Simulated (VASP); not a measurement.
Set up this calculation in VASP 6.6.1, as the native input.

```yaml
Task: single point
Functional: PBEsol
Potentials_or_basis: VASP PAW PBE potentials, release 64 (Y_sv, Si, Ru_pv)
Cutoff: 520 eV
k_mesh: 12 × 12 × 12
Occupations: gaussian, width 0.1 eV
Spin: no spin polarisation
Dipole_correction: no
Further_INCAR_settings: ALGO = Normal; EDIFF = 1e-06; NBANDS = 32
```

The structure of YSi2Ru2 lies in POSCAR:

```
YSi2Ru2
1.0
   -2.0679941674      2.0679941674      4.7534688939
    2.0679941674     -2.0679941674      4.7534688939
    2.0679941674      2.0679941674     -4.7534688939
Y Si Ru
1 2 2
Direct
    0.0000000000      0.0000000000      0.0000000000
    0.3686116749      0.3686116749      0.0000000000
    0.6313883251      0.6313883251      0.0000000000
    0.7500000000      0.2500000000      0.5000000000
    0.2500000000      0.7500000000      0.5000000000
```

The input as run:

INCAR

```
  ALGO = Normal
  EDIFF = 1E-6
  ENCUT = 520
  GGA = PS
  ISIF = 2
  ISMEAR = 0
  LASPH = True
  LCHARG = False
  LREAL = False
  LWAVE = False
  NBANDS = 32
  NELM = 100
  PREC = Accurate
  SIGMA = 0.1
```

KPOINTS

```
k-points
0
Gamma
  12 12 12
```

Potentials or basis: VASP PAW PBE potentials, release 64 (Y_sv, Si, Ru_pv).

Command:

```sh
$ cat potpaw_PBE.64/Y_sv/POTCAR potpaw_PBE.64/Si/POTCAR potpaw_PBE.64/Ru_pv/POTCAR > POTCAR
$ mpirun -np 1 vasp_std > vasp.out
```

It gave:

```json
{"Pressure": "0.1 GPa", "Largest force": "0.030 eV/Å"}
```

Caveat: the PAW data sets were made with another functional, which shifts forces and pressure a little.

It took 9.8 min on 1 thread of AMD EPYC 7R13 Processor (Zen 3) (shared host), peak memory 0.55 GiB.
